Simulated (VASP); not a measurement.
# Si4N in VASP: a series of runs

Si4N is run at these levels: PBE+D3(BJ); tasks: single point.

All numbers are computed with VASP 6.6.1; they aren't measurements. Logs are shortened: lines on timing, memory, paths and dates and some standing lists are left out, and cuts for length are marked.

## 1. The cell of the first run

The cell holds a slab with vacuum, 5 atoms: a = 3.833 Å, b = 3.833 Å, c = 21.103 Å, α = 90.00°, β = 90.00°, γ = 90.00°.

## 2. Single point, PBE+D3(BJ), collinear spin, ferromagnetic start

INCAR reads:

```
SYSTEM = Si4N
PREC = Accurate
ENCUT = 520
EDIFF = 1E-6
ISMEAR = 0
SIGMA = 0.05
LREAL = .False.
LASPH = .True.
NELM = 150
ALGO = Normal
ISIF = 2
LWAVE = .False.
LCHARG = .False.
ISPIN = 2
MAGMOM = 0 0 0 0 3
LORBIT = 11
LDIPOL = .True.
IDIPOL = 3
DIPOL = 0.5 0.5 0.327
GGA = PE
IVDW = 12
NBANDS = 22
```

KPOINTS reads:

```
Automatic mesh
0
Gamma
  7 7 1
  0 0 0
```

POSCAR reads:

```
Si4N
1.0
    3.8333442755      0.0000000000      0.0000000000
    0.0000000000      3.8333442755      0.0000000000
    0.0000000000      0.0000000000     21.1034818114
Si N
4 1
Direct
    0.0000000000      0.5000000000      0.1895421825
    0.0000000000      0.0000000000      0.2537634269
    0.5000000000      0.0000000000      0.3207061922
    0.5000000000      0.5000000000      0.3839879070
    0.5000000000      1.0000000000      0.4882361074
```

Potentials or basis: VASP PAW PBE potentials, release 64 (Si, N).

Run with:

```bash
$ cat potpaw_PBE.64/Si/POTCAR potpaw_PBE.64/N/POTCAR > POTCAR
$ mpirun -np 1 vasp_std > vasp.out
```

OUTCAR:

```text
SYSTEM = Si4N
   PREC = Accurate
   ENCUT = 520
   EDIFF = 1E-6
   ISMEAR = 0
   LREAL = .False.
   LASPH = .True.
   NELM = 150
   ISIF = 2
   ISPIN = 2
   LORBIT = 11
   GGA = PE
   IVDW = 12
 IVDW          = 12

 ion  position               nearest neighbor table
   1  0.000  0.500  0.190-   2 2.35   2 2.35
   2  0.000  0.000  0.254-   1 2.35   1 2.35   3 2.38   3 2.38
   3  0.500  0.000  0.321-   4 2.34   4 2.34   2 2.38   2 2.38
   4  0.500  0.500  0.384-   3 2.34   3 2.34
   5  0.500  0.000  0.488-

  LATTYP: Found a simple tetragonal cell.
 ALAT       =     3.8333442755
 C/A-ratio  =     5.5052404101

  Lattice vectors:

 A1 = (   3.8333442755,   0.0000000000,   0.0000000000)
 A2 = (   0.0000000000,   3.8333442755,   0.0000000000)
 A3 = (   0.0000000000,   0.0000000000,  21.1034818114)

Analysis of symmetry for initial positions (statically):
=====================================================================
 Subroutine PRICEL returns:
 Original cell was already a primitive cell.

 Routine SETGRP: Setting up the symmetry group for a
 simple tetragonal supercell.

 Subroutine GETGRP returns: Found  4 space group operations
 (whereof  4 operations were pure point group operations)
 out of a pool of 16 trial point group operations.

The static configuration has the point symmetry C_2v.

Analysis of symmetry for dynamics (positions and initial velocities):
=====================================================================
 Subroutine PRICEL returns:
 Original cell was already a primitive cell.

 Routine SETGRP: Setting up the symmetry group for a
 simple tetragonal supercell.

 Subroutine GETGRP returns: Found  4 space group operations
 (whereof  4 operations were pure point group operations)
 out of a pool of 16 trial point group operations.

The dynamic configuration has the point symmetry C_2v.

Analysis of structural, dynamic, and magnetic symmetry:
=====================================================================
 Subroutine PRICEL returns:
 Original cell was already a primitive cell.

 Routine SETGRP: Setting up the symmetry group for a
 simple tetragonal supercell.

 Subroutine GETGRP returns: Found  4 space group operations
 (whereof  4 operations were pure point group operations)
 out of a pool of 16 trial point group operations.

The overall configuration has the point symmetry C_2v.

 Subroutine INISYM returns: Found  4 space group operations
 (whereof  4 operations are pure point group operations),
 and found     1 'primitive' translations

----------------------------------------------------------------------------------------

                                     Primitive cell

  volume of cell :     310.1057

  direct lattice vectors                    reciprocal lattice vectors
     3.833344276  0.000000000  0.000000000     0.260868821  0.000000000  0.000000000
     0.000000000  3.833344276  0.000000000     0.000000000  0.260868821  0.000000000
     0.000000000  0.000000000 21.103481811     0.000000000  0.000000000  0.047385546

  length of vectors
     3.833344276  3.833344276 21.103481811     0.260868821  0.260868821  0.047385546

  position of ions in fractional coordinates (direct lattice)
     0.000000000  0.500000000  0.189542182
     0.000000000  0.000000000  0.253763427
     0.500000000  0.000000000  0.320706192
     0.500000000  0.500000000  0.383987907
     0.500000000  0.000000000  0.488236107

  ion indices of the primitive-cell ions
   primitive index   ion index
                 1           1
                 2           2
                 3           3
                 4           4
                 5           5

----------------------------------------------------------------------------------------

 KPOINTS: Automatic mesh

Automatic generation of k-mesh.
 Grid dimensions read from file:
 generate k-points for:    7    7    1

 Generating k-lattice:

  Cartesian coordinates                     Fractional coordinates (reciprocal lattice)
     0.037266974  0.000000000  0.000000000     0.142857143  0.000000000  0.000000000
     0.000000000  0.037266974  0.000000000     0.000000000  0.142857143  0.000000000
     0.000000000  0.000000000  0.047385546     0.000000000  0.000000000  1.000000000

  Length of vectors
     0.037266974  0.037266974  0.047385546

  Shift w.r.t. Gamma in fractional coordinates (k-lattice)
     0.000000000  0.000000000  0.000000000

 Subroutine IBZKPT returns following result:
 ===========================================

 Found     16 irreducible k-points:

 Following reciprocal coordinates:
            Coordinates               Weight
  0.000000  0.000000  0.000000      1.000000
  0.142857  0.000000  0.000000      2.000000
  0.000000  0.142857  0.000000      2.000000
  0.285714  0.000000  0.000000      2.000000
  0.000000  0.285714  0.000000      2.000000
  0.428571  0.000000  0.000000      2.000000
[... 8 lines left out ...]
 -0.285714  0.428571  0.000000      4.000000
  0.428571  0.428571  0.000000      4.000000
   k-points           NKPTS =     16   k-points in BZ     NKDIM =     16   number of bands    NBANDS=     22
   number of dos      NEDOS =    301   number of ions     NIONS =      5
   total plane-waves  NPLWV = 144000
   dimension x,y,z NGX =    30 NGY =   30 NGZ =  160
   dimension x,y,z NGXF=    60 NGYF=   60 NGZF=  320
   ions per type =               4   1
   NGX,Y,Z   is equivalent  to a cutoff of  13.01, 13.01, 12.60 a.u.
   NGXF,Y,Z  is equivalent  to a cutoff of  26.02, 26.02, 25.21 a.u.
 SYSTEM =  Si4N
   PREC   = accura    normal or accurate (medium, high low for compatibility)
   ISTART =      0    job   : 0-new  1-cont  2-samecut
   ICHARG =      2    charge: 1-file 2-atom 10-const
   ISPIN  =      2    spin polarized calculation?
   LNONCOLLINEAR =      F non collinear calculations
   LSORBIT =      F    spin-orbit coupling
   LASPH  =      T    aspherical Exc in radial PAW
   ENCUT  =  520.0 eV  38.22 Ry    6.18 a.u.   7.13  7.13 39.24*2*pi/ulx,y,z
   NELM   =    150;   NELMIN=  2; NELMDL= -5     # of ELM steps
   EDIFF  = 0.1E-05   stopping-criterion for ELM
   LREAL  =      F    real-space projection
[... 7 lines left out ...]
   TEBEG  =    0.0;   TEEND  =   0.0 temperature during run
   PSTRESS=    0.0 pullay stress
   NELECT =      21.0000    total number of electrons
   NUPDOWN=      -1.0000    fix difference up-down
   EMIN   =  10.00;   EMAX   =-10.00  energy-range for DOS
   EFERMI =   0.00;   METHOD = LEGACY
   ISMEAR =     0;   SIGMA  =   0.05  broadening in eV -4-tet -1-fermi 0-gaus
   EFERMI_NEDOS =   21; number of points for ismear=-14 and -15
   IALGO  =     38    algorithm
   IMIX   =      4    mixing-type and parameters
     AMIX     =   0.40;   BMIX     =  1.00
     AMIX_MAG =   1.60;   BMIX_MAG =  1.00
  volume/ion in A,a.u.               =      62.02       418.54
  Fermi-wavevector in a.u.,A,eV,Ry     =   0.667285  1.260986  6.058256  0.445269
  Thomas-Fermi vector in A             =   1.741845
   LORBIT       =     11    0 simple, 1 ext, 2 COOP (PROOUT), +10 PAW based schemes
   GGA     = PE    functional components
   LHFCALC =     F    Hartree Fock is set to
   AEXX    =    0.0000 exact exchange contribution
   IVDW    =    12    specifies the selected vdW correction
   LEPSILON=     F    determine dielectric tensor
   LRPA    =     F    only Hartree local field effects (RPA)
 spin polarized calculation
 Gauss-broadening in eV      SIGMA  =   0.05
  energy-cutoff  :      520.00
  volume of cell :      310.11
 maximum number of plane-waves:      8388
 NGX is ok and might be reduce to    30
   NGX = 15   NGY = 15   NGZ = 79

 dipolmoment           0.000000      0.000000     -0.030171 electrons x Angstroem

 number of electron      21.0000000 magnetization       2.3013539

 dipolmoment           0.000000      0.000000      0.051046 electrons x Angstroem

 Free energy of the ion-electron system (eV)
  ---------------------------------------------------
  ext. energy  EPLUGINS =         0.00000000
  ---------------------------------------------------
  free energy    TOTEN  =       -21.58915127 eV

  energy without entropy =      -21.58700889  energy(sigma->0) =      -21.58808008

 E-fermi :  -2.3609     XC(G=0):  -3.7827

 val. band max:       -2.3963116991   @ k =   0.2857   0.2857   0.0000
 cond. band min:      -2.3377530519   @ k =   0.0000   0.1429   0.0000
 fundamental gap:      0.0585586472
 Fermi energy:        -2.3609111797

 spin component 1

 k-point     1 :       0.0000    0.0000    0.0000
  band No.  band energies     occupation
      1     -16.4765      1.00000
      2     -13.3662      1.00000
      3     -11.1947      1.00000
      4      -7.9057      1.00000
      5      -5.1262      1.00000
      6      -4.7558      1.00000
[... 14 lines left out ...]
     21       3.7023      0.00000
     22       3.9664      0.00000

 k-point     2 :       0.1429    0.0000    0.0000
  band No.  band energies     occupation
      1     -16.4633      1.00000
      2     -13.2051      1.00000
      3     -11.1453      1.00000
      4      -7.8157      1.00000
      5      -5.5378      1.00000
      6      -4.9339      1.00000
[... 14 lines left out ...]
     21       3.9744      0.00000
     22       4.4680      0.00000
[... 308 lines left out ...]
      6      -5.6814      1.00000
[... 14 lines left out ...]
     21       4.8703      0.00000
     22       5.3444      0.00000

 k-point    16 :       0.4286    0.4286    0.0000
  band No.  band energies     occupation
      1     -16.3248      1.00000
      2     -10.6310      1.00000
      3      -9.7976      1.00000
      4      -9.0244      1.00000
      5      -8.5658      1.00000
      6      -5.8685      1.00000
[... 14 lines left out ...]
     21       5.2553      0.00000
     22       6.0551      0.00000
 Fermi energy:        -2.3609111797

 spin component 2

 k-point     1 :       0.0000    0.0000    0.0000
  band No.  band energies     occupation
      1     -13.4700      1.00000
      2     -12.6852      1.00000
      3     -11.1646      1.00000
      4      -7.9003      1.00000
      5      -4.4934      1.00000
      6      -4.2192      1.00000
[... 14 lines left out ...]
     21       3.6557      0.00000
     22       4.0778      0.00000

 k-point     2 :       0.1429    0.0000    0.0000
  band No.  band energies     occupation
      1     -13.3249      1.00000
      2     -12.6450      1.00000
      3     -11.1204      1.00000
      4      -7.8102      1.00000
      5      -5.4679      1.00000
      6      -4.3818      1.00000
[... 14 lines left out ...]
     21       4.0994      0.00000
     22       4.4341      0.00000
[... 323 lines left out ...]
     21       4.9761      0.00000
     22       5.4073      0.00000

 k-point    16 :       0.4286    0.4286    0.0000
  band No.  band energies     occupation
      1     -12.4457      1.00000
      2     -10.6393      1.00000
      3      -9.8342      1.00000
      4      -9.1283      1.00000
      5      -8.5876      1.00000
      6      -5.6793      1.00000
[... 14 lines left out ...]
     21       5.3169      0.00000
     22       6.1036      0.00000

------------------------ aborting loop because EDIFF is reached ----------------------------------------

 vacuum level on the upper side and lower side of the slab       (xc-potential included)         0.307        -0.306

 Edisp (eV)   -1.02725

 E8    (eV) :    -0.4346

  FORCE on cell =-STRESS in cart. coord.  units (eV):
  Direction    XX          YY          ZZ          XY          YZ          ZX
  --------------------------------------------------------------------------------------
  -------------------------------------------------------------------------------------
  Total      -4.10366    -2.25612    -2.44353     0.00000     0.00000     0.00000
  in kB     -21.20175   -11.65638   -12.62461     0.00000     0.00000     0.00000
  external pressure =      -15.16 kB  Pullay stress =        0.00 kB

 VOLUME and BASIS-vectors are now :
 -----------------------------------------------------------------------------
  energy-cutoff  :      520.00
  volume of cell :      310.11
      direct lattice vectors                 reciprocal lattice vectors
     3.833344276  0.000000000  0.000000000     0.260868821  0.000000000  0.000000000
     0.000000000  3.833344276  0.000000000     0.000000000  0.260868821  0.000000000
     0.000000000  0.000000000 21.103481811     0.000000000  0.000000000  0.047385546

 POSITION                                       TOTAL-FORCE (eV/Angst)
 -----------------------------------------------------------------------------------
      0.00000      1.91667      4.00000         0.000000      0.000000      0.016256
      0.00000      0.00000      5.35529         0.000000      0.000000      0.100119
      1.91667      0.00000      6.76802         0.000000      0.000000      0.128107
      1.91667      1.91667      8.10348         0.000000      0.000000      0.619736
      1.91667      0.00000     10.30348         0.000000      0.000000     -0.864218
 -----------------------------------------------------------------------------------
    total drift:                                0.000000      0.000000      0.000322

  FREE ENERGIE OF THE ION-ELECTRON SYSTEM (eV)
  ---------------------------------------------------
  free  energy   TOTEN  =       -22.6164040447 eV

  energy  without entropy=      -22.6142616632  energy(sigma->0) =      -22.61533285

 vacuum level on the upper side and lower side of the slab         3.569         2.939

 total charge

# of ion       s       p       d       tot
------------------------------------------
    1        0.866   0.721   0.000   1.587
    2        0.775   0.895   0.000   1.670
    3        0.777   0.887   0.000   1.664
    4        0.842   0.715   0.000   1.557
    5        1.364   1.914   0.000   3.278
--------------------------------------------------
tot          4.624   5.133   0.000   9.756

 magnetization (x)

# of ion       s       p       d       tot
------------------------------------------
    1        0.001   0.004   0.000   0.005
    2       -0.001  -0.012   0.000  -0.013
    3        0.008   0.001   0.000   0.009
    4       -0.005  -0.099   0.000  -0.105
    5        0.033   1.669   0.000   1.702
--------------------------------------------------
tot          0.036   1.563   0.000   1.599
```

Run time: 15 min. Hardware: 1 thread of Intel Xeon 8259CL, shared host; peak memory 0.57 GiB.

Results:

| Property | Result |
| --- | --- |
| Free energy | -22.6164 eV |
| Largest force | 0.864 eV/Å |
| Net moment | 2.30 μB per cell |
| Site moments | Si +0.01, -0.01, -0.10 (each value once); N +1.70 μB |
| Valence electrons inside the program's atomic spheres | Si 1.59, 1.67, 1.66, 1.56; N 3.28 |
| Dispersion energy per atom | -0.205 eV |

Forces in eV/Å, atoms in the order of the input:
```
Si   0.000  0.000  0.016
Si   0.000  0.000  0.100
Si   0.000  0.000  0.128
Si   0.000  0.000  0.620
N    0.000  0.000 -0.864
```

## 3. Single point, PBE+D3(BJ), collinear spin, ferromagnetic start

INCAR reads:

```
SYSTEM = Si4N
ALGO = Normal
DIPOL = 0.5 0.5 0.327
EDIFF = 1E-6
ENCUT = 520
GGA = PE
IDIPOL = 3
ISIF = 2
ISMEAR = 0
ISPIN = 2
IVDW = 12
LASPH = .True.
LCHARG = .False.
LDIPOL = .True.
LORBIT = 11
LREAL = .False.
LWAVE = .False.
MAGMOM = 0 0 0 0 3
NBANDS = 22
NELM = 150
PREC = Accurate
SIGMA = 0.05
```

KPOINTS reads:

```
k-points
0
Gamma
  7 7 1
  0 0 0
```

Edit POSCAR of step 2 so:

```diff
@@ -12,2 +12,2 @@
     0.5000000000      0.5000000000      0.3839879070
-    0.5000000000      1.0000000000      0.4882361074
+    1.0000000000      0.5000000000      0.4882361074
```

Potentials or basis: VASP PAW PBE potentials, release 64 (Si, N).

Run with:

```bash
$ cat potpaw_PBE.64/Si/POTCAR potpaw_PBE.64/N/POTCAR > POTCAR
$ mpirun -np 1 vasp_std > vasp.out
```

Wall time 12 min (1 thread of Intel Xeon 8259CL, shared host); peak memory 0.57 GiB.

It converged, with:

```
Free energy                                           : -22.8345 eV
Largest force                                         : 1.472 eV/Å
Net moment                                            : 1.90 μB per cell
Site moments                                          : Si +0.01, -0.01, -0.17 (each value once); N +1.58 μB
Valence electrons inside the program's atomic spheres : Si 1.59, 1.67, 1.55 (each value once); N 3.27
Dispersion energy per atom                            : -0.205 eV
```

Forces in eV/Å, atoms in the order of the input:
```
Si   0.000  0.000  0.002
Si   0.000  0.000  0.201
Si   0.000  0.000  0.086
Si   0.000  0.000  1.183
N    0.000  0.000 -1.472
```

Levels at points of the mesh, in eV from the Fermi level:
Spin up:
| k point | band 7 | band 8 | band 9 | band 10 | band 11 | band 12 | band 13 | band 14 | band 15 | band 16 |
| --- | --- | --- | --- | --- | --- | --- | --- | --- | --- | --- |
| (0.00, 0.00, 0.00) | -2.06 | -1.96 | -1.73 | -0.97 | -0.63 | 0.83 | 1.37 | 1.75 | 2.01 | 3.03 |
Spin down:
| k point | band 5 | band 6 | band 7 | band 8 | band 9 | band 10 | band 11 | band 12 | band 13 | band 14 |
| --- | --- | --- | --- | --- | --- | --- | --- | --- | --- | --- |
| (0.00, 0.00, 0.00) | -2.15 | -1.87 | -1.85 | -0.72 | 0.05 | 0.69 | 1.34 | 1.64 | 1.70 | 1.86 |
